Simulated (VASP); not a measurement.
# TiN (Fm-3m) in VASP: a series of runs

The runs below take TiN through relaxation of cell and atoms, with PBEsol.

All numbers are computed with VASP 6.6.1; they aren't measurements. Logs are shortened: lines on timing, memory, paths and dates and some standing lists are left out, and cuts for length are marked.

### 1 The cell of the first run

Symmetry: Fm-3m, No. 225, cubic system. The conventional cell has a = 4.238 Å, b = 4.238 Å, c = 4.238 Å, α = 90.00°, β = 90.00°, γ = 90.00°. Ti (site symmetry m-3m) has 6 N at 2.12 Å within 2.8 Å. Within 2.8 Å of N (site symmetry m-3m) lie 6 Ti at 2.12 Å.

### 2 Relaxation of cell and atoms, PBEsol

INCAR

```
SYSTEM = TiN
PREC = Accurate
ENCUT = 520
EDIFF = 1E-7
ISMEAR = 0
SIGMA = 0.02
LREAL = .FALSE.
LASPH = .TRUE.
NELM = 80
ALGO = Normal
ISIF = 3
LWAVE = .FALSE.
LCHARG = .FALSE.
GGA = PS
IBRION = 2
NSW = 80
EDIFFG = -0.002
KPAR = 4
```

KPOINTS

```
regular mesh
0
G
  12 12 12
  0 0 0
```

POSCAR

```
TiN
1.0
    0.0000000000      2.1190000000      2.1190000000
    2.1190000000      0.0000000000      2.1190000000
    2.1190000000      2.1190000000      0.0000000000
Ti N
1 1
Direct
    0.0000000000      0.0000000000      0.0000000000
    0.5000000000      0.5000000000      0.5000000000
```

Potentials or basis: VASP PAW PBE potentials, release 64 (Ti_sv, N).

Run with:

```console
$ cat potpaw_PBE.64/Ti_sv/POTCAR potpaw_PBE.64/N/POTCAR > POTCAR
$ mpirun -np 4 vasp_std > vasp.out
```

OUTCAR:

```text
SYSTEM = TiN
   PREC = Accurate
   ENCUT = 520
   EDIFF = 1E-7
   ISMEAR = 0
   LREAL = .FALSE.
   LASPH = .TRUE.
   NELM = 80
   ISIF = 3
   GGA = PS
   IBRION = 2
   NSW = 80
   EDIFFG = -0.002

 ion  position               nearest neighbor table
   1  0.000  0.000  0.000-   2 2.12   2 2.12   2 2.12   2 2.12   2 2.12   2 2.12
   2  0.500  0.500  0.500-   1 2.12   1 2.12   1 2.12   1 2.12   1 2.12   1 2.12

  LATTYP: Found a face centered cubic cell.
 ALAT       =     4.2380000000

  Lattice vectors:

 A1 = (   0.0000000000,   2.1190000000,   2.1190000000)
 A2 = (   2.1190000000,   0.0000000000,   2.1190000000)
 A3 = (   2.1190000000,   2.1190000000,   0.0000000000)

Analysis of symmetry for initial positions (statically):
=====================================================================
 Subroutine PRICEL returns:
 Original cell was already a primitive cell.

 Routine SETGRP: Setting up the symmetry group for a
 face centered cubic supercell.

 Subroutine GETGRP returns: Found 48 space group operations
 (whereof 48 operations were pure point group operations)
 out of a pool of 48 trial point group operations.

The static configuration has the point symmetry O_h .

Analysis of symmetry for dynamics (positions and initial velocities):
=====================================================================
 Subroutine PRICEL returns:
 Original cell was already a primitive cell.

 Routine SETGRP: Setting up the symmetry group for a
 face centered cubic supercell.

 Subroutine GETGRP returns: Found 48 space group operations
 (whereof 48 operations were pure point group operations)
 out of a pool of 48 trial point group operations.

The dynamic configuration has the point symmetry O_h .

 Subroutine INISYM returns: Found 48 space group operations
 (whereof 48 operations are pure point group operations),
 and found     1 'primitive' translations

----------------------------------------------------------------------------------------

                                     Primitive cell

  volume of cell :      19.0293

  direct lattice vectors                    reciprocal lattice vectors
     0.000000000  2.119000000  2.119000000    -0.235960359  0.235960359  0.235960359
     2.119000000  0.000000000  2.119000000     0.235960359 -0.235960359  0.235960359
     2.119000000  2.119000000  0.000000000     0.235960359  0.235960359 -0.235960359

  length of vectors
     2.996718539  2.996718539  2.996718539     0.408695330  0.408695330  0.408695330

  position of ions in fractional coordinates (direct lattice)
     0.000000000  0.000000000  0.000000000
     0.500000000  0.500000000  0.500000000

  ion indices of the primitive-cell ions
   primitive index   ion index
                 1           1
                 2           2

----------------------------------------------------------------------------------------

 KPOINTS: regular mesh

Automatic generation of k-mesh.
 Grid dimensions read from file:
 generate k-points for:   12   12   12

 Generating k-lattice:

  Cartesian coordinates                     Fractional coordinates (reciprocal lattice)
    -0.019663363  0.019663363  0.019663363     0.083333333  0.000000000  0.000000000
     0.019663363 -0.019663363  0.019663363     0.000000000  0.083333333  0.000000000
     0.019663363  0.019663363 -0.019663363     0.000000000  0.000000000  0.083333333

  Length of vectors
     0.034057944  0.034057944  0.034057944

  Shift w.r.t. Gamma in fractional coordinates (k-lattice)
     0.000000000  0.000000000  0.000000000

 Subroutine IBZKPT returns following result:
 ===========================================

 Found     72 irreducible k-points:

 Following reciprocal coordinates:
            Coordinates               Weight
  0.000000  0.000000  0.000000      1.000000
  0.083333  0.000000  0.000000      8.000000
  0.166667  0.000000  0.000000      8.000000
  0.250000  0.000000  0.000000      8.000000
  0.333333  0.000000  0.000000      8.000000
  0.416667  0.000000  0.000000      8.000000
[... 16 lines left out ...]
  0.500000  0.166667  0.000000     24.000000
 -0.416667  0.166667  0.000000     24.000000
 [... further k-points ...]
   k-points           NKPTS =     72   k-points in BZ     NKDIM =     72   number of bands    NBANDS=     12
   number of dos      NEDOS =    301   number of ions     NIONS =      2
   total plane-waves  NPLWV =  13824
   dimension x,y,z NGX =    24 NGY =   24 NGZ =   24
   dimension x,y,z NGXF=    48 NGYF=   48 NGZF=   48
   ions per type =               1   1
   NGX,Y,Z   is equivalent  to a cutoff of  13.31, 13.31, 13.31 a.u.
   NGXF,Y,Z  is equivalent  to a cutoff of  26.63, 26.63, 26.63 a.u.
 SYSTEM =  TiN
   PREC   = accura    normal or accurate (medium, high low for compatibility)
   ISTART =      0    job   : 0-new  1-cont  2-samecut
   ICHARG =      2    charge: 1-file 2-atom 10-const
   ISPIN  =      1    spin polarized calculation?
   LNONCOLLINEAR =      F non collinear calculations
   LSORBIT =      F    spin-orbit coupling
   LASPH  =      T    aspherical Exc in radial PAW
   ENCUT  =  520.0 eV  38.22 Ry    6.18 a.u.   5.57  5.57  5.57*2*pi/ulx,y,z
   NELM   =     80;   NELMIN=  2; NELMDL= -5     # of ELM steps
   EDIFF  = 0.1E-06   stopping-criterion for ELM
   LREAL  =      F    real-space projection
   EDIFFG = -.2E-02   stopping-criterion for IOM
   NSW    =     80    number of steps for IOM
   IBRION =      2    ionic relax: 0-MD 1-quasi-New 2-CG
   NFREE  =      1    steps in history (QN), initial steepest desc. (CG)
   ISIF   =      3    stress and relaxation
   ISYM   =      2    0-nonsym 1-usesym 2-fastsym
   POTIM  = 0.5000    time-step for ionic-motion
   TEBEG  =    0.0;   TEEND  =   0.0 temperature during run
   PSTRESS=    0.0 pullay stress
   NELECT =      17.0000    total number of electrons
   NUPDOWN=      -1.0000    fix difference up-down
   EMIN   =  10.00;   EMAX   =-10.00  energy-range for DOS
   EFERMI =   0.00;   METHOD = LEGACY
   ISMEAR =     0;   SIGMA  =   0.02  broadening in eV -4-tet -1-fermi 0-gaus
   EFERMI_NEDOS =   21; number of points for ismear=-14 and -15
   IALGO  =     38    algorithm
   IMIX   =      4    mixing-type and parameters
     AMIX     =   0.40;   BMIX     =  1.00
     AMIX_MAG =   1.60;   BMIX_MAG =  1.00
  volume/ion in A,a.u.               =       9.51        64.21
  Fermi-wavevector in a.u.,A,eV,Ry     =   1.576704  2.979539 33.824024  2.485996
  Thomas-Fermi vector in A             =   2.677497
   LORBIT       =      0    0 simple, 1 ext, 2 COOP (PROOUT), +10 PAW based schemes
   GGA     = PS    functional components
   LHFCALC =     F    Hartree Fock is set to
   AEXX    =    0.0000 exact exchange contribution
   IVDW    =     0    specifies the selected vdW correction
   LEPSILON=     F    determine dielectric tensor
   LRPA    =     F    only Hartree local field effects (RPA)
 conjugate gradient relaxation of ions
 non-spin polarized calculation
 Gauss-broadening in eV      SIGMA  =   0.02
  energy-cutoff  :      520.00
  volume of cell :       19.03
 maximum number of plane-waves:       532
 NGX is ok and might be reduce to    24
   NGX = 11   NGY = 11   NGZ = 11

--------------------------------------- Ionic step        1  -------------------------------------------

 number of electron      17.0000002 magnetization

 Free energy of the ion-electron system (eV)
  ---------------------------------------------------
  ext. energy  EPLUGINS =         0.00000000
  ---------------------------------------------------
  free energy    TOTEN  =       -20.77315840 eV

  energy without entropy =      -20.77275037  energy(sigma->0) =      -20.77295439

------------------------ aborting loop because EDIFF is reached ----------------------------------------

  FORCE on cell =-STRESS in cart. coord.  units (eV):
  Direction    XX          YY          ZZ          XY          YZ          ZX
  --------------------------------------------------------------------------------------
  -------------------------------------------------------------------------------------
  Total       -0.7652868     -0.7652868     -0.7652868      0.0000000      0.0000000     -0.0000000
  in kB      -64.4335358    -64.4335358    -64.4335358      0.0000000      0.0000000     -0.0000000
  external PRESSURE =     -64.4335358 kB  Pullay stress =       0.0000000 kB
[... 165 lines left out ...]
  energy  without entropy=      -20.7814691991  energy(sigma->0) =      -20.78167222

--------------------------------------- Ionic step        6  -------------------------------------------

 number of electron      16.9999999 magnetization

 Free energy of the ion-electron system (eV)
  ---------------------------------------------------
  ext. energy  EPLUGINS =         0.00000000
  ---------------------------------------------------
  free energy    TOTEN  =       -20.78187643 eV

  energy without entropy =      -20.78147039  energy(sigma->0) =      -20.78167341

 E-fermi :  11.5920     XC(G=0): -13.3631

 val. band max:       11.5874331463   @ k =   0.5000   0.2500   0.0833
 cond. band min:      11.5962865771   @ k =   0.1667   0.0000   0.0000
 fundamental gap:      0.0088534308
 Fermi energy:        11.5920097223

 k-point     1 :       0.0000    0.0000    0.0000
  band No.  band energies     occupation
      1     -45.9232      2.00000
      2     -21.9832      2.00000
      3     -21.9832      2.00000
      4     -21.9832      2.00000
      5      -5.5403      2.00000
      6       9.6045      2.00000
      7       9.6045      2.00000
      8       9.6045      2.00000
      9      10.9981      2.00000
     10      10.9981      2.00000
     11      10.9981      2.00000
     12      12.2455      0.00000
[... 331 lines left out ...]
 k-point    24 :      -0.4167    0.1667    0.0000
  band No.  band energies     occupation
      1     -45.8009      2.00000
      2     -22.6272      2.00000
      3     -22.1704      2.00000
      4     -22.0699      2.00000
      5      -3.1533      2.00000
      6       3.9937      2.00000
      7       6.0990      2.00000
      8       6.2493      2.00000
      9      12.9721      0.00000
     10      13.3139      0.00000
     11      13.8553      0.00000
     12      16.3235      0.00000

 [... further k-points ...]
[... 5 lines left out ...]
  --------------------------------------------------------------------------------------
  -------------------------------------------------------------------------------------
  Total       -0.0023704     -0.0023704     -0.0023704     -0.0000000     -0.0000000      0.0000000
  in kB       -0.2041346     -0.2041346     -0.2041346     -0.0000000     -0.0000000      0.0000000
  external PRESSURE =      -0.2041346 kB  Pullay stress =       0.0000000 kB
[... 17 lines left out ...]
  FREE ENERGIE OF THE ION-ELECTRON SYSTEM (eV)
  ---------------------------------------------------
  free  energy   TOTEN  =       -20.7818764260 eV

  energy  without entropy=      -20.7814703871  energy(sigma->0) =      -20.78167341

 reached required accuracy - stopping structural energy minimisation
```

Run time: 31 s. Hardware: 4 MPI ranks of Intel Xeon Platinum 8488C (Sapphire Rapids), shared host; peak memory 0.14 GiB.

Results:

- Free energy: -20.7819 eV
- Relaxed volume: 9.30 Å³/atom
- Relaxed cell: a = 2.974 Å, b = 2.974 Å, c = 2.974 Å, α = 60.00°, β = 60.00°, γ = 60.00°
- Space group after relaxing (to 0.1 Å): Fm-3m (No. 225)
- Energy gained by relaxing: 4.4 meV/atom
- Ionic steps: 6
- Pressure after relaxing: 0.0 GPa
- Band gap on the k mesh: zero (an odd number of electrons rules out a gap without spin polarisation)

Step by step:
```tsv
step	energy change (eV)	largest force (eV/Å)	pressure (GPa)	volume (Å³)
1	0.0000	0.0000	-6.44	19.03
2	0.0110	0.0000	10.67	17.99
3	-0.0087	0.0000	-0.06	18.61
4	-0.0087	0.0000	0.07	18.60
5	-0.0087	0.0000	-0.08	18.61
6	-0.0087	0.0000	-0.02	18.60
```

Final structure:
```xyz
2
Lattice="0.0000 2.1031 2.1031 2.1031 0.0000 2.1031 2.1031 2.1031 0.0000" Properties=species:S:1:pos:R:3 pbc="T T T"
Ti    2.1031    2.1031    0.0000
N     2.1031    2.1031    2.1031
```

Levels at points of the mesh, in eV from the Fermi level:
```tsv
k point	band 7	band 8	band 9	band 10	band 11	band 12
(0.00, 0.00, 0.00)	-1.99	-1.99	-0.59	-0.59	-0.59	0.65
(0.50, 0.00, 0.00)	-5.56	-5.56	1.83	1.83	2.54	6.04
(0.50, 0.50, 0.00)	-3.19	-3.19	-3.16	1.77	2.57	2.57
```

Caveat: the PAW data sets were made with another functional, which shifts forces and pressure a little.

### 3 Relaxation of cell and atoms, PBEsol

This run uses another cell than the first one, of 9.30 Å³/atom.

INCAR is that of step 2.

KPOINTS is that of step 2.

POSCAR

```
TiN                                     
1.0
    0.0000000000      2.1031001969      2.1031001969
    2.1031001969      0.0000000000      2.1031001969
    2.1031001969      2.1031001969     -0.0000000000
  Ti              N             
     1     1
Direct
     0.0000000000000000    0.0000000000000000    1.0000000000000000
     0.5000000000000000    0.5000000000000000    0.5000000000000000
```

Potentials or basis: VASP PAW PBE potentials, release 64 (Ti_sv, N).

Run with:

```console
$ cat potpaw_PBE.64/Ti_sv/POTCAR potpaw_PBE.64/N/POTCAR > POTCAR
$ mpirun -np 4 vasp_std > vasp.out
```

OUTCAR:

```text
SYSTEM = TiN
   PREC = Accurate
   ENCUT = 520
   EDIFF = 1E-7
   ISMEAR = 0
   LREAL = .FALSE.
   LASPH = .TRUE.
   NELM = 80
   ISIF = 3
   GGA = PS
   IBRION = 2
   NSW = 80
   EDIFFG = -0.002

 ion  position               nearest neighbor table
   1  0.000  0.000  0.000-   2 2.10   2 2.10   2 2.10   2 2.10   2 2.10   2 2.10
   2  0.500  0.500  0.500-   1 2.10   1 2.10   1 2.10   1 2.10   1 2.10   1 2.10

  LATTYP: Found a face centered cubic cell.
 ALAT       =     4.2062003938
[... 543 lines left out ...]
      7       6.0990      2.00000
      8       6.2492      2.00000
      9      12.9721      0.00000
     10      13.3140      0.00000
     11      13.8554      0.00000
     12      16.3236      0.00000

 [... further k-points ...]
[... 5 lines left out ...]
  --------------------------------------------------------------------------------------
  -------------------------------------------------------------------------------------
  Total       -0.0005887     -0.0005887     -0.0005887      0.0000000     -0.0000000      0.0000000
  in kB       -0.0506983     -0.0506983     -0.0506983      0.0000000     -0.0000000      0.0000000
  external PRESSURE =      -0.0506983 kB  Pullay stress =       0.0000000 kB

 VOLUME and BASIS-vectors are now :
 -----------------------------------------------------------------------------
  energy-cutoff  :      520.00
  volume of cell :       18.60
      direct lattice vectors                 reciprocal lattice vectors
     0.000000000  2.103100197  2.103100197    -0.237744260  0.237744260  0.237744260
     2.103100197  0.000000000  2.103100197     0.237744260 -0.237744260  0.237744260
     2.103100197  2.103100197  0.000000000     0.237744260  0.237744260 -0.237744260

 POSITION                                       TOTAL-FORCE (eV/Angst)
 -----------------------------------------------------------------------------------
      0.00000      0.00000      0.00000         0.000000     -0.000000      0.000000
      2.10310      2.10310      2.10310        -0.000000      0.000000     -0.000000
 -----------------------------------------------------------------------------------
    total drift:                                0.000000     -0.000000     -0.000000

  FREE ENERGIE OF THE ION-ELECTRON SYSTEM (eV)
  ---------------------------------------------------
  free  energy   TOTEN  =       -20.7814529079 eV

  energy  without entropy=      -20.7810469209  energy(sigma->0) =      -20.78124991

 reached required accuracy - stopping structural energy minimisation
```

Wall time 8 s (4 MPI ranks of Intel Xeon Platinum 8488C (Sapphire Rapids), shared host); peak memory 0.13 GiB.

Results:

| Quantity | Value |
| --- | --- |
| Free energy | -20.7815 eV |
| Pressure after relaxing | 0.0 GPa |
| Band gap on the k mesh | zero (an odd number of electrons rules out a gap without spin polarisation) |

Final structure:
```
Ti N
1.0
     0.00000    2.10310    2.10310
     2.10310    0.00000    2.10310
     2.10310    2.10310    0.00000
Ti N
1 1
Cartesian
  0.0000 0.0000 0.0000
  2.1031 2.1031 2.1031
```

Levels at points of the mesh, in eV from the Fermi level:
```csv
k point,band 7,band 8,band 9,band 10,band 11,band 12
"(0.00, 0.00, 0.00)",-1.99,-1.99,-0.59,-0.59,-0.59,0.65
"(0.50, 0.00, 0.00)",-5.56,-5.56,1.83,1.83,2.54,6.04
"(0.50, 0.50, 0.00)",-3.19,-3.19,-3.16,1.77,2.57,2.57
```

Caveat: the relaxation stopped at its first step, so nothing moved; the PAW data sets were made with another functional, which shifts forces and pressure a little.
